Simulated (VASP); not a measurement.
Crystal: Sc2Cu3.

```
CELL_PARAMETERS angstrom
4.82329 0.00000 0.00000
-2.41165 4.17709 0.00000
0.00000 0.00000 4.44738
ATOMIC_POSITIONS crystal
Sc 0.33333 0.66667 0.50000
Sc 0.66667 0.33333 0.50000
Cu 0.33333 0.66667 0.00000
Cu 0.66667 0.33333 0.00000
Cu 0.00000 0.00000 0.50000
```

The cell was generated, and may not be a known phase.

| Property | Result |
| --- | --- |
| Program | VASP 6.6.1 |
| Task | relaxation of cell and atoms |
| Functional | PBE |
| Potentials or basis | VASP PAW PBE potentials, release 64 (Sc_sv, Cu) |
| Cutoff | 600 eV |
| k mesh | 6 × 6 × 4 |
| Occupations | gaussian, width 0.1 eV |
| Spin | no spin polarisation |

At the start: pressure 11.3 GPa; volume 17.92 Å³/atom.

Q: How do energy, volume and symmetry change on relaxing?

A: Over 7 steps the energy falls by 229.4 meV/atom and the volume is 20.73 Å³/atom (+15.7 %); space group P6/mmm (No. 191, to 0.1 Å) before and after.

The path:
| step | energy change (eV) | largest force (eV/Å) | pressure (GPa) | volume (Å³) |
| --- | --- | --- | --- | --- |
| 1 | 0.0000 | 0.0000 | 11.33 | 89.60 |
| 2 | -1.1327 | 0.0000 | -1.12 | 106.14 |
| 3 | -1.1457 | 0.0000 | -0.40 | 103.64 |
| 4 | -1.1462 | 0.0000 | -0.21 | 103.92 |
| 5 | -1.1432 | 0.0000 | -0.71 | 105.03 |
| 6 | -1.1462 | 0.0000 | -0.37 | 104.21 |
| 7 | -1.1472 | 0.0000 | -0.09 | 103.63 |

Final structure:
```
Sc Cu
1.0
     4.82355    0.00000    0.00000
    -2.41177    4.17732    0.00000
     0.00000    0.00000    5.14293
Sc Cu
2 3
Direct
  0.33333 0.66667 0.50000
  0.66667 0.33333 0.50000
  0.33333 0.66667 0.00000
  0.66667 0.33333 0.00000
  0.00000 0.00000 0.50000
```

Caveat: the volume moved by over 15 % at a fixed basis, so the end points are rough.
